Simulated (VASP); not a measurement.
SiO2:

```
Si O
1.0
     4.97559    0.00000    0.00000
     0.00000    4.97559    0.00000
     0.00000    0.00000    6.90089
Si O
4 8
Direct
  0.80325 0.80325 0.50000
  0.69675 0.30325 0.25000
  0.30325 0.69675 0.75000
  0.19675 0.19675 0.00000
  0.76176 0.11039 0.43204
  0.88961 0.23824 0.06796
  0.11039 0.76176 0.56796
  0.26176 0.38961 0.81796
  0.23824 0.88961 0.93204
  0.73824 0.61039 0.31796
  0.38961 0.26176 0.18204
  0.61039 0.73824 0.68204
```

Base run:

| Property | Result |
| --- | --- |
| Program | VASP 6.6.1 |
| Functional | PBEsol |
| Potentials or basis | VASP PAW PBE potentials, release 64 (Si, O) |
| Cutoff | 520 eV |
| k mesh | 6 × 6 × 4 |
| Occupations | fermi-dirac, width 0.05 eV |
| Spin | no spin polarisation |

Its results: band gap on the k mesh 5.67 eV; pressure 2.9 GPa; largest force 0.180 eV/Å.

Question: The run is repeated on the same cell with these changes: functional from PBEsol to PBE; dispersion from none to D3(BJ). What comes out?

Answer: Band gap on the k mesh 5.73 eV; pressure 3.4 GPa; largest force 0.281 eV/Å.

Several settings changed at once.

Caveats: the PAW data sets were made with another functional, which shifts forces and pressure a little (at least some runs); three body term missing (at least some runs); the cell stands under pressure (at least some runs).

A k mesh can miss the band edges.
